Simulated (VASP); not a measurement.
Input of a VASP 6.6.1 run:

The input INCAR:

```
PREC     = Accurate       # precision mode
ENCUT    = 520            # plane-wave cutoff, eV
EDIFF    = 1E-6           # SCF threshold, eV
ISMEAR   = -1             # smearing method
SIGMA    = 0.05           # smearing width, eV
LREAL    = False          # projectors in reciprocal space
LASPH    = True           # aspherical terms in the spheres
NELM     = 60             # most SCF steps
ALGO     = Normal         # electronic algorithm
ISIF     = 2              # what is computed and relaxed
LWAVE    = False          # write WAVECAR
LCHARG   = True           # write CHGCAR
LELF     = True           # ELF
LVHAR    = True         
NBANDS   = 11             # bands
```

KPOINTS

```
regular mesh
0
Gamma
  12 12 3
```

The input POSCAR:

```
C
1.0
    2.4060301715      0.0000000000      0.0000000000
   -1.2030150858      2.0836832508      0.0000000000
    0.0000000000      0.0000000000      8.3497993649
C
2
Direct
    0.6666666667      0.3333333333      0.0000000000
    0.3333333333      0.6666666667      0.0000000000
```

Potentials or basis: VASP PAW LDA potentials, release 64 (C).

Launch:

```console
$ cat potpaw_LDA.64/C/POTCAR > POTCAR
$ mpirun -np 1 vasp_std > vasp.out
```

(1) What does it give for the band gap on the k mesh?

Results:

(1) zero (filled and empty bands touch).
